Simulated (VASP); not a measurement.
# KBe7 (Pmmm) in VASP: a series of runs, part 2 of 2

VASP 6.6.1. The steps go on from the part before.

### 4 Single point, PBE

This run uses another cell than the first one, of 11.38 Å³/atom.

Input file INCAR:

```
PREC     = Accurate       # precision mode
ENCUT    = 520            # plane-wave cutoff, eV
EDIFF    = 1E-6           # SCF threshold, eV
ISMEAR   = 0              # smearing method
SIGMA    = 0.1            # smearing width, eV
LREAL    = False          # projectors in reciprocal space
LASPH    = True           # aspherical terms in the spheres
NELM     = 100            # most SCF steps
ALGO     = Normal         # electronic algorithm
ISIF     = 2              # what is computed and relaxed
LWAVE    = False          # write WAVECAR
LCHARG   = False          # write CHGCAR
GGA      = PE             # functional
NBANDS   = 22             # bands
```

Input file KPOINTS:

```
regular mesh
0
Gamma
  8 6 2
```

Input file POSCAR:

```
KBe7
1.0
    2.3591540824      0.0000000000      0.0000000000
    0.0000000000      3.2131056903      0.0000000000
    0.0000000000      0.0000000000     12.0066048534
K Be
1 7
Direct
    0.0000000000      0.0000000000      0.0000000000
    0.5000000000      0.5000000000      0.7806344749
    0.0000000000      0.0000000000      0.6951516484
    0.5000000000      0.5000000000      0.5955157517
    0.0000000000      0.0000000000      0.5000000000
    0.5000000000      0.5000000000      0.4044842483
    0.0000000000      0.0000000000      0.3048483516
    0.5000000000      0.5000000000      0.2193655251
```

Potentials or basis: VASP PAW PBE potentials, release 64 (K_sv, Be).

On the command line:

```console
$ cat potpaw_PBE.64/K_sv/POTCAR potpaw_PBE.64/Be/POTCAR > POTCAR
$ mpirun -np 1 vasp_std > vasp.out
```

OUTCAR:

```text
PREC = Accurate
   ENCUT = 520
   EDIFF = 1E-6
   ISMEAR = 0
   LREAL = False
   LASPH = True
   NELM = 100
   ISIF = 2
   GGA = PE

 ion  position               nearest neighbor table
   1  0.000  0.000  0.000-
   2  0.500  0.500  0.781-   4 2.22   3 2.24   3 2.24   3 2.24   3 2.24
   3  0.000  0.000  0.695-   2 2.24   2 2.24   2 2.24   2 2.24   4 2.32   4 2.32   4 2.32   4 2.32
                             5 2.34
   4  0.500  0.500  0.596-   2 2.22   6 2.29   5 2.30   5 2.30   5 2.30   5 2.30   3 2.32   3 2.32
                             3 2.32   3 2.32
   5  0.000  0.000  0.500-   4 2.30   6 2.30   4 2.30   6 2.30   4 2.30   6 2.30   4 2.30   6 2.30
                             3 2.34   7 2.34
   6  0.500  0.500  0.404-   8 2.22   4 2.29   5 2.30   5 2.30   5 2.30   5 2.30   7 2.32   7 2.32
                             7 2.32   7 2.32
   7  0.000  0.000  0.305-   8 2.24   8 2.24   8 2.24   8 2.24   6 2.32   6 2.32   6 2.32   6 2.32
                             5 2.34
   8  0.500  0.500  0.219-   6 2.22   7 2.24   7 2.24   7 2.24   7 2.24

  LATTYP: Found a simple orthorhombic cell.
 ALAT       =     2.3591540824
 B/A-ratio  =     1.3619736474
 C/A-ratio  =     5.0893686610

  Lattice vectors:

 A1 = (   2.3591540824,   0.0000000000,   0.0000000000)
 A2 = (   0.0000000000,   3.2131056903,   0.0000000000)
 A3 = (   0.0000000000,   0.0000000000,  12.0066048534)

Analysis of symmetry for initial positions (statically):
=====================================================================
 Subroutine PRICEL returns:
 Original cell was already a primitive cell.

 Routine SETGRP: Setting up the symmetry group for a
 simple orthorhombic supercell.

 Subroutine GETGRP returns: Found  8 space group operations
 (whereof  8 operations were pure point group operations)
 out of a pool of  8 trial point group operations.

[... 142 lines left out ...]
   EFERMI_NEDOS =   21; number of points for ismear=-14 and -15
   IALGO  =     38    algorithm
   IMIX   =      4    mixing-type and parameters
     AMIX     =   0.40;   BMIX     =  1.00
     AMIX_MAG =   1.60;   BMIX_MAG =  1.00
  volume/ion in A,a.u.               =      11.38        76.77
  Fermi-wavevector in a.u.,A,eV,Ry     =   1.035024  1.955911 14.575566  1.071274
  Thomas-Fermi vector in A             =   2.169347
   LORBIT       =      0    0 simple, 1 ext, 2 COOP (PROOUT), +10 PAW based schemes
   GGA     = PE    functional components
   LHFCALC =     F    Hartree Fock is set to
   AEXX    =    0.0000 exact exchange contribution
   IVDW    =     0    specifies the selected vdW correction
   LEPSILON=     F    determine dielectric tensor
   LRPA    =     F    only Hartree local field effects (RPA)
 non-spin polarized calculation
 Gauss-broadening in eV      SIGMA  =   0.10
  energy-cutoff  :      520.00
  volume of cell :       91.01
 maximum number of plane-waves:      2475
 NGX is ok and might be reduce to    18
   NGX =  9   NGY = 11   NGZ = 45

 number of electron      22.9999999 magnetization

 Free energy of the ion-electron system (eV)
  ---------------------------------------------------
  ext. energy  EPLUGINS =         0.00000000
  ---------------------------------------------------
  free energy    TOTEN  =       -23.94107640 eV

  energy without entropy =      -23.92956475  energy(sigma->0) =      -23.93532058

 E-fermi :   4.6558     XC(G=0):  -9.7394

 val. band max:        4.6232012262   @ k =   0.3750   0.3333   0.5000
 cond. band min:       4.7113365953   @ k =   0.2500   0.1667   0.5000
 fundamental gap:      0.0881353690
 Fermi energy:         4.6557650954

 k-point     1 :       0.0000    0.0000    0.0000
  band No.  band energies     occupation
      1     -28.4360      2.00000
      2     -11.5038      2.00000
      3     -11.0786      2.00000
      4      -8.2461      2.00000
      5      -5.6500      2.00000
      6      -4.4267      2.00000
[... 589 lines left out ...]
     21      11.4939      0.00000
     22      12.6518      0.00000

 [... further k-points ...]
[... 5 lines left out ...]
  --------------------------------------------------------------------------------------
  -------------------------------------------------------------------------------------
  Total        0.5904435      0.2073058     -0.0059888      0.0000000      0.0000000      0.0000000
  in kB       10.3941118      3.6493917     -0.1054259      0.0000000      0.0000000      0.0000000
  external PRESSURE =       4.6460259 kB  Pullay stress =       0.0000000 kB

 VOLUME and BASIS-vectors are now :
 -----------------------------------------------------------------------------
  energy-cutoff  :      520.00
  volume of cell :       91.01
      direct lattice vectors                 reciprocal lattice vectors
     2.359154082  0.000000000  0.000000000     0.423880749  0.000000000  0.000000000
     0.000000000  3.213105690  0.000000000     0.000000000  0.311225368  0.000000000
     0.000000000  0.000000000 12.006604853     0.000000000  0.000000000  0.083287492

 POSITION                                       TOTAL-FORCE (eV/Angst)
 -----------------------------------------------------------------------------------
      0.00000      0.00000      0.00000         0.000000      0.000000      0.000000
      1.17958      1.60655      9.37277         0.000000     -0.000000     -0.003427
      0.00000      0.00000      8.34641         0.000000      0.000000      0.014142
      1.17958      1.60655      7.15012         0.000000      0.000000      0.020046
      0.00000      0.00000      6.00330         0.000000      0.000000      0.000000
      1.17958      1.60655      4.85648         0.000000      0.000000     -0.020046
      0.00000      0.00000      3.66019        -0.000000      0.000000     -0.014142
      1.17958      1.60655      2.63384         0.000000     -0.000000      0.003427
 -----------------------------------------------------------------------------------
    total drift:                               -0.000000      0.000000     -0.000000

  FREE ENERGIE OF THE ION-ELECTRON SYSTEM (eV)
  ---------------------------------------------------
  free  energy   TOTEN  =       -23.9410764034 eV

  energy  without entropy=      -23.9295647545  energy(sigma->0) =      -23.93532058
```

OSZICAR:

```text
N       E                     dE             d eps       ncg     rms          rms(c)
DAV:   1     0.748862196946E+02    0.74886E+02   -0.94091E+03  1760   0.904E+02
DAV:   2    -0.198857705624E+02   -0.94772E+02   -0.90858E+02  2104   0.213E+02
DAV:   3    -0.246782854798E+02   -0.47925E+01   -0.47441E+01  2584   0.373E+01
DAV:   4    -0.248685011855E+02   -0.19022E+00   -0.18998E+00  2618   0.603E+00
DAV:   5    -0.248723110929E+02   -0.38099E-02   -0.38095E-02  2548   0.789E-01    0.664E+00
DAV:   6    -0.240654120409E+02    0.80690E+00   -0.17175E+00  2334   0.316E+00    0.642E+00
DAV:   7    -0.239535131267E+02    0.11190E+00   -0.27638E-01  2324   0.181E+00    0.477E+00
DAV:   8    -0.239441936013E+02    0.93195E-02   -0.70118E-02  2306   0.119E+00    0.524E-01
DAV:   9    -0.239416692767E+02    0.25243E-02   -0.30148E-02  2348   0.458E-01    0.232E-01
DAV:  10    -0.239410757980E+02    0.59348E-03   -0.32171E-03  2326   0.171E-01    0.682E-02
DAV:  11    -0.239411309046E+02   -0.55107E-04   -0.51539E-04  2360   0.848E-02    0.580E-02
DAV:  12    -0.239410757673E+02    0.55137E-04   -0.24078E-04  2320   0.474E-02    0.638E-03
DAV:  13    -0.239410764034E+02   -0.63604E-06   -0.74094E-06  2222   0.128E-02
   1 F= -.23941076E+02 E0= -.23935321E+02  d E =-.115116E-01
```

stdout:

```text
POSCAR found type information on POSCAR K Be
 POSCAR found :  2 types and       8 ions
 scaLAPACK will be used
 LDA part: xc-table for (Slater+PW92), standard interpolation
 POSCAR, INCAR and KPOINTS ok, starting setup
 FFT: planning ... GRIDC
 FFT: planning ... GRID_SOFT
 FFT: planning ... GRID
 WAVECAR not read
 entering main loop
```

It took 34 s on 1 thread of Intel Xeon 6975P-C (Granite Rapids), shared host; peak memory 0.22 GiB.

What came out:

| Quantity | Value |
| --- | --- |
| Free energy | -23.9411 eV |
| Pressure | 0.5 GPa |
| Largest force | 0.020 eV/Å |
| Band gap on the k mesh | zero (an odd number of electrons rules out a gap without spin polarisation) |

Forces on the atoms (eV/Å):
```
K    0.000  0.000  0.000
Be   0.000  0.000 -0.003
Be   0.000  0.000  0.014
Be   0.000  0.000  0.020
Be   0.000  0.000  0.000
Be   0.000  0.000 -0.020
Be   0.000  0.000 -0.014
Be   0.000  0.000  0.003
```

Stress tensor (GPa, compression positive):
```
 1.04  0.00  0.00
 0.00  0.36  0.00
 0.00  0.00 -0.01
```

Levels at points of the mesh, in eV from the Fermi level:
```tsv
k point	band 7	band 8	band 9	band 10	band 11	band 12	band 13	band 14	band 15	band 16
(0.00, 0.00, 0.00)	-7.33	-4.88	-3.56	-1.06	-0.38	0.15	0.26	2.34	2.96	3.62
(0.50, 0.00, 0.00)	-4.13	-4.00	-2.86	-2.18	-1.30	0.37	2.33	4.06	4.10	4.73
(0.00, 0.50, 0.00)	-6.61	-6.19	-5.24	-4.13	-3.08	-1.94	-0.83	1.91	2.18	3.93
(0.50, 0.50, 0.00)	-2.71	-2.51	-0.69	-0.49	-0.16	0.23	0.41	0.66	1.00	1.06
(0.00, 0.00, 0.50)	-7.22	-5.26	-2.75	-1.66	-1.06	0.28	1.41	2.27	2.36	3.60
(0.50, 0.00, 0.50)	-4.11	-4.02	-2.88	-2.06	-1.44	0.46	2.11	4.06	4.41	5.22
(0.00, 0.50, 0.50)	-6.60	-6.22	-5.27	-3.97	-3.27	-1.64	-1.23	2.45	2.56	3.66
(0.50, 0.50, 0.50)	-2.69	-2.48	-0.76	-0.58	-0.15	0.22	0.41	0.67	0.99	1.05
```

### 5 Overview

| cell | k mesh | gap on the mesh (eV) | pressure (GPa) | largest force (eV/Å) |
| --- | --- | --- | --- | --- |
| a = 2.442, b = 2.900, c = 12.523 Å, 8 atoms, atomic positions A | 6 × 4 × 2 | none | 0.3 | 0.03 |
| a = 2.786, b = 3.939, c = 11.142 Å, 8 atoms, atomic positions B | 6 × 4 × 2 | none | -11.3 | 1.91 |
| a = 2.359, b = 3.213, c = 12.007 Å, 8 atoms, atomic positions C | 8 × 6 × 2 | none | 0.5 | 0.02 |

Alike in all rows: task single point; level PBE; potentials or basis VASP PAW PBE potentials, release 64 (K_sv, Be); no spin polarisation; cutoff (eV) 520; smearing gaussian 0.1 eV.

Caveats: some runs use coarse meshes; forces of over 1 eV/Å act on the atoms, so gaps and moduli don't describe the material at rest (at least some runs).

Absolute energies hang on the potentials; compare differences alone.

The gap in the log of VASP goes by the Fermi energy; the results here count the filled bands.